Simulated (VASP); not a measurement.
A run of VASP 6.6.1 is set up as follows.

POSCAR

```
ScHBr2
1.0
    5.2722309431      0.0000000000      0.0000000000
    0.0000000000      5.2722309431      0.0000000000
    0.0000000000      0.0000000000      3.9290703347
Sc H Br
1 1 2
Direct
    0.0000000000      0.0000000000      0.0000000000
    0.0000000000      0.0000000000      0.5000000000
    0.5000000000      0.0000000000      0.0000000000
    0.0000000000      0.5000000000      0.0000000000
```

Contents of INCAR.step1:

```
  ALGO = Normal
  EDIFF = 1E-4
  ENCUT = 520
  GGA = PE
  ISMEAR = 0
  LASPH = True
  LCHARG = False
  LREAL = False
  LWAVE = True
  NBANDS = 21
  NELM = 60
  PREC = Accurate
  SIGMA = 0.02
```

INCAR.step2

```
  ALGO = Normal
  EDIFF = 1E-6
  ENCUT = 520
  ISIF = 2
  ISMEAR = 0
  ISTART = 1
  LASPH = True
  LCHARG = False
  LMIXTAU = True
  LREAL = False
  LWAVE = False
  METAGGA = R2SCAN
  NBANDS = 21
  NELM = 60
  PREC = Accurate
  SIGMA = 0.02
```

Contents of KPOINTS:

```
k-points
0
Gamma
  6 6 8
```

Potentials or basis: VASP PAW PBE potentials, release 64 (Sc_sv, H, Br).

Command:

```bash
$ cat potpaw_PBE.64/Sc_sv/POTCAR potpaw_PBE.64/H/POTCAR potpaw_PBE.64/Br/POTCAR > POTCAR
$ cp INCAR.step1 INCAR
$ mpirun -np 1 vasp_std > vasp.out
$ cp INCAR.step2 INCAR
$ mpirun -np 1 vasp_std > vasp.out
```

Question: Estimate the pressure.

Answer: -0.6 GPa.

Question: What does it give for the band gap on the k mesh?

Answer: 2.17 eV.

Stress tensor (GPa, compression positive):
```
-0.47  0.00  0.00
 0.00 -0.47  0.00
 0.00  0.00 -0.75
```

Caveat: the PAW data sets were made with another functional, which shifts forces and pressure a little. A k mesh can miss the band edges.
